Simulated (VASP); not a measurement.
A run of VASP 6.6.1 is set up as follows.

POSCAR

```
Na
1.0
    3.6608650254      0.0000000000      0.0000000000
   -1.8304325127      3.1704021119      0.0000000000
    0.0000000000      0.0000000000      5.9781925866
Na
2
Direct
    0.3333333333      0.6666666667      0.2500000000
    0.6666666667      0.3333333333      0.7500000000
```

The input INCAR.step1:

```
  ALGO = Normal
  EDIFF = 1E-4
  ENCUT = 520
  GGA = PE
  ISMEAR = -1
  LASPH = True
  LCHARG = False
  LREAL = False
  LWAVE = True
  NBANDS = 14
  NELM = 60
  PREC = Accurate
  SIGMA = 0.1
```

INCAR.step2

```
  ALGO = Normal
  EDIFF = 1E-6
  ENCUT = 520
  ISIF = 2
  ISMEAR = -1
  ISTART = 1
  LASPH = True
  LCHARG = False
  LMIXTAU = True
  LREAL = False
  LWAVE = False
  METAGGA = R2SCAN
  NBANDS = 14
  NELM = 60
  PREC = Accurate
  SIGMA = 0.1
```

Contents of KPOINTS:

```
k-points
0
Gamma
  11 11 6
```

Potentials or basis: VASP PAW PBE potentials, release 64 (Na_pv).

Command:

```console
$ cat potpaw_PBE.64/Na_pv/POTCAR > POTCAR
$ cp INCAR.step1 INCAR
$ mpirun -np 1 vasp_std > vasp.out
$ cp INCAR.step2 INCAR
$ mpirun -np 1 vasp_std > vasp.out
```

(1) What does it give for the pressure?

(2) Estimate the band gap on the k mesh.

Results:

(1) 0.8 GPa.

(2) zero (bands 7 and 8 overlap by 4.39 eV).

Caveat: the PAW data sets were made with another functional, which shifts forces and pressure a little.
